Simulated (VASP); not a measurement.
# SiC (F-43m) in VASP: settings compared

SiC is run at these levels: PBEsol, r2SCAN+rVV10; tasks: single point, relaxation of cell and atoms.

Program: VASP 6.6.1. These are calculated values, not measurements. Logs are shortened: lines on timing, memory, paths and dates and some standing lists are left out, and cuts for length are marked.

### 1 The cell of the first run

It takes space group F-43m (No. 216, cubic). The conventional cell has a = 4.357 Å, b = 4.357 Å, c = 4.357 Å, α = 90.00°, β = 90.00°, γ = 90.00°. Si (site symmetry -43m) has 4 C at 1.89 Å within 2.5 Å. C (site symmetry -43m) has 4 Si at 1.89 Å within 2.5 Å.

### 2 Single point, PBEsol

Contents of INCAR:

```
ALGO = Normal
EDIFF = 1E-6
ENCUT = 520
GGA = PS
ISIF = 2
ISMEAR = -1
LASPH = T
LCHARG = F
LREAL = F
LWAVE = F
NBANDS = 11
NELM = 100
PREC = Accurate
SIGMA = 0.03
```

Contents of KPOINTS:

```
k-points
0
Gamma
  8 8 8
```

Contents of POSCAR:

```
SiC
1.0
    0.0000000000      2.1783998086      2.1783998086
    2.1783998086      0.0000000000      2.1783998086
    2.1783998086      2.1783998086      0.0000000000
Si C
1 1
Direct
    0.2500000000      0.2500000000      0.2500000000
    0.0000000000      0.0000000000      0.0000000000
```

Potentials or basis: VASP PAW PBE potentials, release 64 (Si, C).

Started as:

```sh
$ cat potpaw_PBE.64/Si/POTCAR potpaw_PBE.64/C/POTCAR > POTCAR
$ mpirun -np 1 vasp_std > vasp.out
```

OUTCAR:

```text
EDIFF = 1E-6
   ENCUT = 520
   GGA = PS
   ISIF = 2
   ISMEAR = -1
   LASPH = T
   LREAL = F
   NELM = 100
   PREC = Accurate

 ion  position               nearest neighbor table
   1  0.250  0.250  0.250-   2 1.89   2 1.89   2 1.89   2 1.89
   2  0.000  0.000  0.000-   1 1.89   1 1.89   1 1.89   1 1.89

  LATTYP: Found a face centered cubic cell.
 ALAT       =     4.3567996172

  Lattice vectors:

 A1 = (   0.0000000000,   2.1783998086,   2.1783998086)
 A2 = (   2.1783998086,   0.0000000000,   2.1783998086)
 A3 = (   2.1783998086,   2.1783998086,   0.0000000000)

Analysis of symmetry for initial positions (statically):
=====================================================================
 Subroutine PRICEL returns:
 Original cell was already a primitive cell.

 Routine SETGRP: Setting up the symmetry group for a
 face centered cubic supercell.

 Subroutine GETGRP returns: Found 24 space group operations
 (whereof 24 operations were pure point group operations)
 out of a pool of 48 trial point group operations.

The static configuration has the point symmetry T_d .

Analysis of symmetry for dynamics (positions and initial velocities):
=====================================================================
 Subroutine PRICEL returns:
 Original cell was already a primitive cell.

 Routine SETGRP: Setting up the symmetry group for a
 face centered cubic supercell.

 Subroutine GETGRP returns: Found 24 space group operations
 (whereof 24 operations were pure point group operations)
 out of a pool of 48 trial point group operations.

The dynamic configuration has the point symmetry T_d .

 Subroutine INISYM returns: Found 24 space group operations
 (whereof 24 operations are pure point group operations),
 and found     1 'primitive' translations

----------------------------------------------------------------------------------------

                                     Primitive cell

  volume of cell :      20.6749

  direct lattice vectors                    reciprocal lattice vectors
     0.000000000  2.178399809  2.178399809    -0.229526278  0.229526278  0.229526278
     2.178399809  0.000000000  2.178399809     0.229526278 -0.229526278  0.229526278
     2.178399809  2.178399809  0.000000000     0.229526278  0.229526278 -0.229526278

  length of vectors
     3.080722554  3.080722554  3.080722554     0.397551175  0.397551175  0.397551175

  position of ions in fractional coordinates (direct lattice)
     0.250000000  0.250000000  0.250000000
     0.000000000  0.000000000  0.000000000

  ion indices of the primitive-cell ions
   primitive index   ion index
                 1           1
                 2           2

----------------------------------------------------------------------------------------

 KPOINTS: k-points

Automatic generation of k-mesh.
 Grid dimensions read from file:
 generate k-points for:    8    8    8

 Generating k-lattice:

  Cartesian coordinates                     Fractional coordinates (reciprocal lattice)
    -0.028690785  0.028690785  0.028690785     0.125000000  0.000000000  0.000000000
     0.028690785 -0.028690785  0.028690785     0.000000000  0.125000000  0.000000000
     0.028690785  0.028690785 -0.028690785     0.000000000  0.000000000  0.125000000

  Length of vectors
     0.049693897  0.049693897  0.049693897

  Shift w.r.t. Gamma in fractional coordinates (k-lattice)
     0.000000000  0.000000000  0.000000000

 Subroutine IBZKPT returns following result:
 ===========================================

 Found     29 irreducible k-points:

 Following reciprocal coordinates:
            Coordinates               Weight
  0.000000  0.000000  0.000000      1.000000
  0.125000  0.000000  0.000000      8.000000
  0.250000  0.000000  0.000000      8.000000
  0.375000  0.000000  0.000000      8.000000
  0.500000  0.000000  0.000000      4.000000
  0.125000  0.125000  0.000000      6.000000
[... 16 lines left out ...]
  0.500000  0.250000  0.125000     48.000000
 -0.375000  0.250000  0.125000     24.000000
 [... further k-points ...]
   k-points           NKPTS =     29   k-points in BZ     NKDIM =     29   number of bands    NBANDS=     11
   number of dos      NEDOS =    301   number of ions     NIONS =      2
   total plane-waves  NPLWV =  13824
   dimension x,y,z NGX =    24 NGY =   24 NGZ =   24
   dimension x,y,z NGXF=    48 NGYF=   48 NGZF=   48
   ions per type =               1   1
   NGX,Y,Z   is equivalent  to a cutoff of  12.95, 12.95, 12.95 a.u.
   NGXF,Y,Z  is equivalent  to a cutoff of  25.90, 25.90, 25.90 a.u.
 SYSTEM =  unknown system
   PREC   = accura    normal or accurate (medium, high low for compatibility)
   ISTART =      0    job   : 0-new  1-cont  2-samecut
   ICHARG =      2    charge: 1-file 2-atom 10-const
   ISPIN  =      1    spin polarized calculation?
   LNONCOLLINEAR =      F non collinear calculations
   LSORBIT =      F    spin-orbit coupling
   LASPH  =      T    aspherical Exc in radial PAW
   ENCUT  =  520.0 eV  38.22 Ry    6.18 a.u.   5.73  5.73  5.73*2*pi/ulx,y,z
   NELM   =    100;   NELMIN=  2; NELMDL= -5     # of ELM steps
   EDIFF  = 0.1E-05   stopping-criterion for ELM
   LREAL  =      F    real-space projection
   EDIFFG = 0.1E-04   stopping-criterion for IOM
   NSW    =      0    number of steps for IOM
   IBRION =     -1    ionic relax: 0-MD 1-quasi-New 2-CG
   NFREE  =      0    steps in history (QN), initial steepest desc. (CG)
   ISIF   =      2    stress and relaxation
   ISYM   =      2    0-nonsym 1-usesym 2-fastsym
   POTIM  = 0.5000    time-step for ionic-motion
   TEBEG  =    0.0;   TEEND  =   0.0 temperature during run
   PSTRESS=    0.0 pullay stress
   NELECT =       8.0000    total number of electrons
   NUPDOWN=      -1.0000    fix difference up-down
   EMIN   =  10.00;   EMAX   =-10.00  energy-range for DOS
   EFERMI =   0.00;   METHOD = LEGACY
   ISMEAR =    -1;   SIGMA  =   0.03  broadening in eV -4-tet -1-fermi 0-gaus
   EFERMI_NEDOS =   21; number of points for ismear=-14 and -15
   IALGO  =     38    algorithm
   IMIX   =      4    mixing-type and parameters
     AMIX     =   0.40;   BMIX     =  1.00
     AMIX_MAG =   1.60;   BMIX_MAG =  1.00
  volume/ion in A,a.u.               =      10.34        69.76
  Fermi-wavevector in a.u.,A,eV,Ry     =   1.192955  2.254357 19.363003  1.423141
  Thomas-Fermi vector in A             =   2.328980
   LORBIT       =      0    0 simple, 1 ext, 2 COOP (PROOUT), +10 PAW based schemes
   GGA     = PS    functional components
   LHFCALC =     F    Hartree Fock is set to
   AEXX    =    0.0000 exact exchange contribution
   IVDW    =     0    specifies the selected vdW correction
   LEPSILON=     F    determine dielectric tensor
   LRPA    =     F    only Hartree local field effects (RPA)
 non-spin polarized calculation
  energy-cutoff  :      520.00
  volume of cell :       20.67
 maximum number of plane-waves:       568
   NGX = 11   NGY = 11   NGZ = 11

 number of electron       8.0000001 magnetization

 Free energy of the ion-electron system (eV)
  ---------------------------------------------------
  ext. energy  EPLUGINS =         0.00000000
  ---------------------------------------------------
  free energy    TOTEN  =       -15.91380486 eV

  energy without entropy =      -15.91380486  energy(sigma->0) =      -15.91380486

 E-fermi :   8.6961     XC(G=0): -11.5082

 val. band max:        8.0669269785   @ k =   0.0000   0.0000   0.0000
 cond. band min:       9.2989940077   @ k =   0.5000   0.5000   0.0000
 fundamental gap:      1.2320670292
 Fermi energy:         8.6960790970

 k-point     1 :       0.0000    0.0000    0.0000
  band No.  band energies     occupation
      1      -7.3643      2.00000
      2       8.0669      2.00000
      3       8.0669      2.00000
      4       8.0669      2.00000
      5      14.2635      0.00000
      6      15.3142      0.00000
      7      15.3142      0.00000
      8      15.3142      0.00000
      9      22.5271      0.00000
     10      22.5271      0.00000
     11      24.3413      0.00000

 k-point     2 :       0.1250    0.0000    0.0000
  band No.  band energies     occupation
      1      -7.0582      2.00000
      2       6.5735      2.00000
      3       7.8644      2.00000
      4       7.8644      2.00000
      5      14.4868      0.00000
      6      15.6671      0.00000
      7      15.6671      0.00000
      8      15.8497      0.00000
      9      21.2730      0.00000
     10      21.2730      0.00000
     11      23.9199      0.00000

 k-point     3 :       0.2500    0.0000    0.0000
  band No.  band energies     occupation
      1      -6.1620      2.00000
      2       3.7499      2.00000
      3       7.4572      2.00000
      4       7.4572      2.00000
      5      13.9984      0.00000
      6      15.9087      0.00000
      7      15.9087      0.00000
      8      17.3497      0.00000
      9      21.0998      0.00000
     10      21.0998      0.00000
     11      23.0103      0.00000

 k-point     4 :       0.3750    0.0000    0.0000
  band No.  band energies     occupation
      1      -4.7948      2.00000
      2       0.9925      2.00000
      3       7.1293      2.00000
      4       7.1293      2.00000
      5      13.5880      0.00000
      6      15.4673      0.00000
      7      15.4673      0.00000
      8      17.9737      0.00000
      9      23.0983      0.00000
     10      23.0983      0.00000
     11      23.4236      0.00000
[... 239 lines left out ...]
 k-point    22 :       0.3750    0.2500    0.1250
  band No.  band energies     occupation
      1      -5.3828      2.00000
      2       3.5712      2.00000
      3       5.1768      2.00000
      4       6.7831      2.00000
      5      13.3402      0.00000
      6      15.6170      0.00000
      7      16.4627      0.00000
      8      18.0747      0.00000
      9      20.2297      0.00000
     10      23.9744      0.00000
     11      27.3722      0.00000

 k-point    23 :       0.5000    0.2500    0.1250
  band No.  band energies     occupation
      1      -4.0681      2.00000
      2       1.5219      2.00000
      3       4.4383      2.00000
      4       6.1240      2.00000
      5      13.2742      0.00000
      6      15.5828      0.00000
      7      17.1967      0.00000
      8      18.4480      0.00000
      9      21.3685      0.00000
     10      24.4663      0.00000
     11      27.2669      0.00000

 k-point    24 :      -0.3750    0.2500    0.1250
  band No.  band energies     occupation
      1      -3.1024      2.00000
      2       0.1816      2.00000
      3       4.3301      2.00000
      4       5.7821      2.00000
      5      13.2154      0.00000
      6      15.2643      0.00000
      7      18.1551      0.00000
      8      18.9955      0.00000
      9      21.3958      0.00000
     10      24.1988      0.00000
     11      27.2429      0.00000

 [... further k-points ...]
[... 5 lines left out ...]
  --------------------------------------------------------------------------------------
  -------------------------------------------------------------------------------------
  Total        0.0470568      0.0470568      0.0470568     -0.0000000      0.0000000     -0.0000000
  in kB        3.6466190      3.6466190      3.6466190     -0.0000000      0.0000000     -0.0000000
  external PRESSURE =       3.6466190 kB  Pullay stress =       0.0000000 kB

 VOLUME and BASIS-vectors are now :
 -----------------------------------------------------------------------------
  energy-cutoff  :      520.00
  volume of cell :       20.67
      direct lattice vectors                 reciprocal lattice vectors
     0.000000000  2.178399809  2.178399809    -0.229526278  0.229526278  0.229526278
     2.178399809  0.000000000  2.178399809     0.229526278 -0.229526278  0.229526278
     2.178399809  2.178399809  0.000000000     0.229526278  0.229526278 -0.229526278

 POSITION                                       TOTAL-FORCE (eV/Angst)
 -----------------------------------------------------------------------------------
      1.08920      1.08920      1.08920         0.000000      0.000000      0.000000
      0.00000      0.00000      0.00000        -0.000000     -0.000000     -0.000000
 -----------------------------------------------------------------------------------
    total drift:                               -0.000000     -0.000000     -0.000000

  FREE ENERGIE OF THE ION-ELECTRON SYSTEM (eV)
  ---------------------------------------------------
  free  energy   TOTEN  =       -15.9138048554 eV

  energy  without entropy=      -15.9138048554  energy(sigma->0) =      -15.91380486
```

Wall time 7.7 s (1 thread of Intel Xeon 8259CL, shared host); peak memory 0.13 GiB.

Results:

```
Free energy            : -15.9138 eV
Pressure               : 0.4 GPa
Band gap on the k mesh : 1.23 eV, indirect (least direct gap 4.44 eV)
```

Caveat: the PAW data sets were made with another functional, which shifts forces and pressure a little. Expect the measured gap to be larger: semilocal functionals such as PBEsol lack the derivative discontinuity.

### 3 Single point, r2SCAN+rVV10

This run uses another cell than the first one, of 10.30 Å³/atom, 0.997 times its volume.

Contents of POSCAR:

```
SiC
1.0
    0.0000000000      2.1761185006      2.1761185006
    2.1761185006      0.0000000000      2.1761185006
    2.1761185006      2.1761185006      0.0000000000
Si C
1 1
Direct
    0.2500000000      0.2500000000      0.2500000000
    0.0000000000      0.0000000000      0.0000000000
```

Contents of INCAR.step1:

```
ALGO = Normal
EDIFF = 1E-4
ENCUT = 520
GGA = PE
ISMEAR = -1
LASPH = True
LCHARG = False
LREAL = False
LWAVE = True
NBANDS = 11
NELM = 60
PREC = Accurate
SIGMA = 0.03
```

Contents of INCAR.step2:

```
ALGO = Normal
BPARAM = 11.95
CPARAM = 0.0093
EDIFF = 1E-6
ENCUT = 520
ISIF = 2
ISMEAR = -1
ISTART = 1
IVDW_NL = 2
LASPH = True
LCHARG = False
LMIXTAU = True
LREAL = False
LUSE_VDW = True
LWAVE = False
METAGGA = R2SCAN
NBANDS = 11
NELM = 60
PREC = Accurate
SIGMA = 0.03
```

Contents of KPOINTS:

```
k-points
0
Gamma
  10 10 10
```

Potentials or basis: VASP PAW PBE potentials, release 64 (Si, C).

Started as:

```sh
$ cat potpaw_PBE.64/Si/POTCAR potpaw_PBE.64/C/POTCAR > POTCAR
$ cp INCAR.step1 INCAR
$ mpirun -np 1 vasp_std > vasp.out
$ cp INCAR.step2 INCAR
$ mpirun -np 1 vasp_std > vasp.out
```

Run time: 96 s. Hardware: 1 thread of Intel Xeon 8259CL, shared host; peak memory 0.21 GiB.

It converged, with:

```
Free energy            : -19.2218 eV
Pressure               : -0.1 GPa
Band gap on the k mesh : 1.69 eV, indirect (least direct gap 5.03 eV)
```

Levels at points of the mesh, in eV from the valence-band top:
| k point | band 1 | band 2 | band 3 | band 4 | band 5 | band 6 | band 7 | band 8 | band 9 |
| --- | --- | --- | --- | --- | --- | --- | --- | --- | --- |
| (0.00, 0.00, 0.00) | -16.22 | 0.00 | 0.00 | 0.00 | 6.86 | 7.87 | 7.87 | 7.87 | 15.22 |
| (0.50, 0.00, 0.00) | -12.58 | -8.86 | -1.11 | -1.11 | 6.01 | 7.75 | 7.75 | 10.94 | 17.42 |
| (0.50, 0.50, 0.00) | -11.11 | -8.07 | -3.35 | -3.35 | 1.69 | 4.81 | 15.16 | 15.16 | 16.03 |

Caveat: the PAW data sets were made with another functional, which shifts forces and pressure a little.

[end of part 1 of 2]
